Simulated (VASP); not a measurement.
# CdSe (R3m) in VASP: a series of runs

Runs on CdSe. Level: PBE. Tasks: single point.

All numbers are computed with VASP 6.6.1; they aren't measurements. Logs are shortened: lines on timing, memory, paths and dates and some standing lists are left out, and cuts for length are marked.

## Step 1: The cell of the first run

It takes space group R3m (No. 160, trigonal). The conventional cell has a = 4.423 Å, b = 4.423 Å, c = 12.222 Å, α = 90.00°, β = 90.00°, γ = 120.00°. Within 3.6 Å of Cd (site symmetry 3m) lie 4 Se at 2.75 to 3.06 Å. Within 3.6 Å of Se (site symmetry 3m) lie 4 Cd at 2.75 to 3.06 Å.

## Step 2: Single point, PBE

File INCAR:

```
SYSTEM = CdSe
ALGO = Normal
EDIFF = 1E-7
ENCUT = 520
GGA = PE
ISIF = 2
ISMEAR = 0
LASPH = .TRUE.
LCHARG = .TRUE.
LELF = .TRUE.
LREAL = .FALSE.
LVHAR = .TRUE.
LWAVE = .FALSE.
NBANDS = 16
NELM = 60
PREC = Accurate
SIGMA = 0.05
```

File KPOINTS:

```
k-points
0
G
  10 10 10
  0 0 0
```

File POSCAR:

```
CdSe
1.0
    0.0000000000      3.1272695208      3.1272695208
    3.1272695208      0.0000000000      3.1272695208
    3.3945468225      3.3945468225     -0.2672773017
Cd Se
1 1
Direct
    0.0000000000      0.0000000000      0.0000000000
    0.7500000000      0.7500000000      0.7500000000
```

Potentials or basis: VASP PAW PBE potentials, release 64 (Cd, Se).

Launch:

```console
$ cat potpaw_PBE.64/Cd/POTCAR potpaw_PBE.64/Se/POTCAR > POTCAR
$ mpirun -np 1 vasp_std > vasp.out
```

OUTCAR:

```text
SYSTEM = CdSe
   EDIFF = 1E-7
   ENCUT = 520
   GGA = PE
   ISIF = 2
   ISMEAR = 0
   LASPH = .TRUE.
   LREAL = .FALSE.
   NELM = 60
   PREC = Accurate

 ion  position               nearest neighbor table
   1  0.000  0.000  0.000-   2 2.75   2 2.75   2 2.75   2 3.06
   2  0.750  0.750  0.750-   1 2.75   1 2.75   1 2.75   1 3.06

  LATTYP: Found a trigonal (rhomboedric) cell.
 ALAT       =     4.8080488159
 COS(alpha) =     0.5769488427

  Lattice vectors:

 A1 = (   3.3945468225,   0.2672773017,  -3.3945468225)
 A2 = (   0.2672773017,   3.3945468225,  -3.3945468225)
 A3 = (   3.3945468225,   3.3945468225,  -0.2672773017)

Analysis of symmetry for initial positions (statically):
=====================================================================
 Subroutine PRICEL returns:
 Original cell was already a primitive cell.

 Routine SETGRP: Setting up the symmetry group for a
 trigonal (rhombohedral) supercell.

 Subroutine GETGRP returns: Found  6 space group operations
 (whereof  6 operations were pure point group operations)
 out of a pool of 12 trial point group operations.

The static configuration has the point symmetry C_3v.

Analysis of symmetry for dynamics (positions and initial velocities):
=====================================================================
 Subroutine PRICEL returns:
 Original cell was already a primitive cell.

 Routine SETGRP: Setting up the symmetry group for a
 trigonal (rhombohedral) supercell.

 Subroutine GETGRP returns: Found  6 space group operations
 (whereof  6 operations were pure point group operations)
 out of a pool of 12 trial point group operations.

The dynamic configuration has the point symmetry C_3v.

 Subroutine INISYM returns: Found  6 space group operations
 (whereof  6 operations are pure point group operations),
 and found     1 'primitive' translations

----------------------------------------------------------------------------------------

                                     Primitive cell

  volume of cell :      69.0100

  direct lattice vectors                    reciprocal lattice vectors
     0.000000000  3.127269521  3.127269521    -0.153827892  0.165939878  0.153827892
     3.127269521  0.000000000  3.127269521     0.165939878 -0.153827892  0.153827892
     3.394546823  3.394546823 -0.267277302     0.141715906  0.141715906 -0.141715906

  length of vectors
     4.422626970  4.422626970  4.808048816     0.273609363  0.273609363  0.245459149

  position of ions in fractional coordinates (direct lattice)
     0.000000000  0.000000000  0.000000000
     0.750000000  0.750000000  0.750000000

  ion indices of the primitive-cell ions
   primitive index   ion index
                 1           1
                 2           2

----------------------------------------------------------------------------------------

 KPOINTS: k-points

Automatic generation of k-mesh.
 Grid dimensions read from file:
 generate k-points for:   10   10   10

 Generating k-lattice:

  Cartesian coordinates                     Fractional coordinates (reciprocal lattice)
    -0.015382789  0.016593988  0.015382789     0.100000000  0.000000000 -0.000000000
     0.016593988 -0.015382789  0.015382789     0.000000000  0.100000000 -0.000000000
     0.014171591  0.014171591 -0.014171591     0.000000000  0.000000000  0.100000000

  Length of vectors
     0.027360936  0.027360936  0.024545915

  Shift w.r.t. Gamma in fractional coordinates (k-lattice)
     0.000000000  0.000000000  0.000000000

 Subroutine IBZKPT returns following result:
 ===========================================

 Found    116 irreducible k-points:

 Following reciprocal coordinates:
            Coordinates               Weight
  0.000000  0.000000  0.000000      1.000000
  0.100000  0.000000 -0.000000      6.000000
  0.200000  0.000000 -0.000000      6.000000
  0.300000  0.000000  0.000000      6.000000
  0.400000  0.000000  0.000000      6.000000
  0.500000  0.000000 -0.000000      3.000000
[... 16 lines left out ...]
  0.300000  0.300000  0.000000      6.000000
  0.400000  0.300000  0.000000     12.000000
 [... further k-points ...]
   k-points           NKPTS =    116   k-points in BZ     NKDIM =    116   number of bands    NBANDS=     16
   number of dos      NEDOS =    301   number of ions     NIONS =      2
   total plane-waves  NPLWV =  46656
   dimension x,y,z NGX =    36 NGY =   36 NGZ =   36
   dimension x,y,z NGXF=    72 NGYF=   72 NGZF=   72
   ions per type =               1   1
   NGX,Y,Z   is equivalent  to a cutoff of  13.53, 13.53, 12.45 a.u.
   NGXF,Y,Z  is equivalent  to a cutoff of  27.06, 27.06, 24.90 a.u.
 SYSTEM =  CdSe
   PREC   = accura    normal or accurate (medium, high low for compatibility)
   ISTART =      0    job   : 0-new  1-cont  2-samecut
   ICHARG =      2    charge: 1-file 2-atom 10-const
   ISPIN  =      1    spin polarized calculation?
   LNONCOLLINEAR =      F non collinear calculations
   LSORBIT =      F    spin-orbit coupling
   LASPH  =      T    aspherical Exc in radial PAW
   ENCUT  =  520.0 eV  38.22 Ry    6.18 a.u.   8.22  8.22  8.94*2*pi/ulx,y,z
   NELM   =     60;   NELMIN=  2; NELMDL= -5     # of ELM steps
   EDIFF  = 0.1E-06   stopping-criterion for ELM
   LREAL  =      F    real-space projection
   EDIFFG = 0.1E-05   stopping-criterion for IOM
   NSW    =      0    number of steps for IOM
   IBRION =     -1    ionic relax: 0-MD 1-quasi-New 2-CG
   NFREE  =      0    steps in history (QN), initial steepest desc. (CG)
   ISIF   =      2    stress and relaxation
   ISYM   =      2    0-nonsym 1-usesym 2-fastsym
   POTIM  = 0.5000    time-step for ionic-motion
   TEBEG  =    0.0;   TEEND  =   0.0 temperature during run
   PSTRESS=    0.0 pullay stress
   NELECT =      18.0000    total number of electrons
   NUPDOWN=      -1.0000    fix difference up-down
   EMIN   =  10.00;   EMAX   =-10.00  energy-range for DOS
   EFERMI =   0.00;   METHOD = LEGACY
   ISMEAR =     0;   SIGMA  =   0.05  broadening in eV -4-tet -1-fermi 0-gaus
   EFERMI_NEDOS =   21; number of points for ismear=-14 and -15
   IALGO  =     38    algorithm
   IMIX   =      4    mixing-type and parameters
     AMIX     =   0.40;   BMIX     =  1.00
     AMIX_MAG =   1.60;   BMIX_MAG =  1.00
  volume/ion in A,a.u.               =      34.51       232.85
  Fermi-wavevector in a.u.,A,eV,Ry     =   1.045992  1.976638 14.886122  1.094099
  Thomas-Fermi vector in A             =   2.180811
   LORBIT       =      0    0 simple, 1 ext, 2 COOP (PROOUT), +10 PAW based schemes
   GGA     = PE    functional components
   LHFCALC =     F    Hartree Fock is set to
   AEXX    =    0.0000 exact exchange contribution
   IVDW    =     0    specifies the selected vdW correction
   LEPSILON=     F    determine dielectric tensor
   LRPA    =     F    only Hartree local field effects (RPA)
 non-spin polarized calculation
 Gauss-broadening in eV      SIGMA  =   0.05
  energy-cutoff  :      520.00
  volume of cell :       69.01
 maximum number of plane-waves:      1887
 NGX is ok and might be reduce to    36
   NGX = 17   NGY = 17   NGZ = 17

 number of electron      17.9999998 magnetization

 Free energy of the ion-electron system (eV)
  ---------------------------------------------------
  ext. energy  EPLUGINS =         0.00000000
  ---------------------------------------------------
  free energy    TOTEN  =        -5.27829355 eV

  energy without entropy =       -5.27829352  energy(sigma->0) =       -5.27829353

 E-fermi :  -0.2167     XC(G=0):  -7.9859

 val. band max:       -0.3601326394   @ k =   0.0000   0.0000   0.0000
 cond. band min:      -0.0792510568   @ k =   0.0000   0.0000   0.0000
 fundamental gap:      0.2808815825
 Fermi energy:        -0.2166814249

 k-point     1 :       0.0000    0.0000    0.0000
  band No.  band energies     occupation
      1     -12.1534      2.00000
      2      -7.9693      2.00000
      3      -7.9693      2.00000
      4      -7.9087      2.00000
      5      -7.7474      2.00000
      6      -7.7474      2.00000
[... 8 lines left out ...]
     15      10.2337      0.00000
     16      10.2337      0.00000

 k-point     2 :       0.1000    0.0000   -0.0000
  band No.  band energies     occupation
      1     -12.1299      2.00000
      2      -7.9612      2.00000
      3      -7.9490      2.00000
      4      -7.8989      2.00000
      5      -7.7487      2.00000
      6      -7.7470      2.00000
[... 8 lines left out ...]
     15       9.6972      0.00000
     16       9.8267      0.00000

 k-point     3 :       0.2000    0.0000   -0.0000
  band No.  band energies     occupation
      1     -12.0682      2.00000
      2      -7.9412      2.00000
      3      -7.9056      2.00000
      4      -7.8541      2.00000
      5      -7.7501      2.00000
      6      -7.7442      2.00000
[... 8 lines left out ...]
     15       9.5349      0.00000
     16       9.5511      0.00000

 k-point     4 :       0.3000    0.0000    0.0000
  band No.  band energies     occupation
      1     -11.9917      2.00000
      2      -7.9202      2.00000
      3      -7.8822      2.00000
      4      -7.7603      2.00000
      5      -7.7364      2.00000
      6      -7.7309      2.00000
[... 8 lines left out ...]
     15       9.1888      0.00000
     16       9.9056      0.00000

 k-point     5 :       0.4000    0.0000    0.0000
  band No.  band energies     occupation
      1     -11.9298      2.00000
      2      -7.9069      2.00000
      3      -7.8725      2.00000
      4      -7.7451      2.00000
      5      -7.7258      2.00000
      6      -7.6115      2.00000
[... 8 lines left out ...]
     15       9.5869      0.00000
     16      10.8478      0.00000

 k-point     6 :       0.5000    0.0000   -0.0000
  band No.  band energies     occupation
      1     -11.9061      2.00000
      2      -7.9028      2.00000
      3      -7.8703      2.00000
      4      -7.7410      2.00000
      5      -7.7205      2.00000
      6      -7.5515      2.00000
[... 8 lines left out ...]
     15       9.7237      0.00000
     16      11.2706      0.00000

 k-point     7 :       0.1000    0.1000    0.0000
  band No.  band energies     occupation
      1     -12.1250      2.00000
      2      -7.9579      2.00000
      3      -7.9496      2.00000
      4      -7.8933      2.00000
      5      -7.7509      2.00000
      6      -7.7447      2.00000
[... 8 lines left out ...]
     15       9.4758      0.00000
     16      10.2982      0.00000

 k-point     8 :       0.2000    0.1000    0.0000
  band No.  band energies     occupation
      1     -12.0785      2.00000
      2      -7.9440      2.00000
      3      -7.9128      2.00000
      4      -7.8638      2.00000
      5      -7.7526      2.00000
      6      -7.7420      2.00000
[... 8 lines left out ...]
     15       9.7946      0.00000
     16      10.2759      0.00000

 k-point     9 :       0.3000    0.1000    0.0000
  band No.  band energies     occupation
      1     -12.0080      2.00000
      2      -7.9249      2.00000
      3      -7.8798      2.00000
      4      -7.7900      2.00000
      5      -7.7427      2.00000
      6      -7.7330      2.00000
[... 8 lines left out ...]
     15       9.7755      0.00000
     16      10.1577      0.00000
[... 172 lines left out ...]
 k-point    19 :       0.5000    0.2000    0.0000
  band No.  band energies     occupation
      1     -11.8901      2.00000
      2      -7.8955      2.00000
      3      -7.8358      2.00000
      4      -7.7620      2.00000
      5      -7.7303      2.00000
      6      -7.5375      2.00000
[... 8 lines left out ...]
     15      10.1784      0.00000
     16      11.3165      0.00000

 k-point    20 :      -0.4000    0.2000    0.0000
  band No.  band energies     occupation
      1     -11.8799      2.00000
      2      -7.8945      2.00000
      3      -7.8369      2.00000
      4      -7.7475      2.00000
      5      -7.7390      2.00000
      6      -7.5077      2.00000
[... 8 lines left out ...]
     15       9.8553      0.00000
     16      11.2043      0.00000

 k-point    21 :      -0.3000    0.2000    0.0000
  band No.  band energies     occupation
      1     -11.9073      2.00000
      2      -7.8989      2.00000
      3      -7.8426      2.00000
      4      -7.7591      2.00000
      5      -7.7376      2.00000
      6      -7.5761      2.00000
[... 8 lines left out ...]
     15      10.2976      0.00000
     16      11.4937      0.00000

 k-point    22 :      -0.2000    0.2000    0.0000
  band No.  band energies     occupation
      1     -11.9622      2.00000
      2      -7.9108      2.00000
      3      -7.8552      2.00000
      4      -7.7735      2.00000
      5      -7.7449      2.00000
      6      -7.6823      2.00000
[... 8 lines left out ...]
     15      10.2829      0.00000
     16      11.2701      0.00000

 k-point    23 :       0.3000    0.3000    0.0000
  band No.  band energies     occupation
      1     -11.9591      2.00000
      2      -7.8900      2.00000
      3      -7.8410      2.00000
      4      -7.8130      2.00000
      5      -7.7265      2.00000
      6      -7.7001      2.00000
[... 8 lines left out ...]
     15      10.9121      0.00000
     16      11.8593      0.00000

 k-point    24 :       0.4000    0.3000    0.0000
  band No.  band energies     occupation
      1     -11.9130      2.00000
      2      -7.8800      2.00000
      3      -7.8195      2.00000
      4      -7.8038      2.00000
      5      -7.7225      2.00000
      6      -7.6257      2.00000
[... 8 lines left out ...]
     15      10.9571      0.00000
     16      11.7987      0.00000

 [... further k-points ...]
[... 5 lines left out ...]
  --------------------------------------------------------------------------------------
  -------------------------------------------------------------------------------------
  Total       -1.6718256     -1.6718256     -1.6718256     -0.5534528      0.5534528      0.5534528
  in kB      -38.8141014    -38.8141014    -38.8141014    -12.8492902     12.8492902     12.8492902
  external PRESSURE =     -38.8141014 kB  Pullay stress =       0.0000000 kB

 VOLUME and BASIS-vectors are now :
 -----------------------------------------------------------------------------
  energy-cutoff  :      520.00
  volume of cell :       69.01
      direct lattice vectors                 reciprocal lattice vectors
     0.000000000  3.127269521  3.127269521    -0.153827892  0.165939878  0.153827892
     3.127269521  0.000000000  3.127269521     0.165939878 -0.153827892  0.153827892
     3.394546823  3.394546823 -0.267277302     0.141715906  0.141715906 -0.141715906

 POSITION                                       TOTAL-FORCE (eV/Angst)
 -----------------------------------------------------------------------------------
      0.00000      0.00000      0.00000        -0.015755     -0.015755      0.015755
      4.89136      4.89136      4.49045         0.015755      0.015755     -0.015755
 -----------------------------------------------------------------------------------
    total drift:                               -0.000129     -0.000129      0.000130

  FREE ENERGIE OF THE ION-ELECTRON SYSTEM (eV)
  ---------------------------------------------------
  free  energy   TOTEN  =        -5.2782935478 eV

  energy  without entropy=       -5.2782935176  energy(sigma->0) =       -5.27829353
```

Run time: 4.1 min. Hardware: 1 thread of AMD EPYC 7R43 (Zen 3), shared host; peak memory 0.24 GiB.

What came out:

```
Free energy            : -5.2783 eV
Pressure               : -3.9 GPa
Largest force          : 0.027 eV/Å
Band gap on the k mesh : 0.28 eV, direct
```

Forces on the atoms (eV/Å):
```
Cd  -0.016 -0.016  0.016
Se   0.016  0.016 -0.016
```

(Part 1 of 2 ends here.)
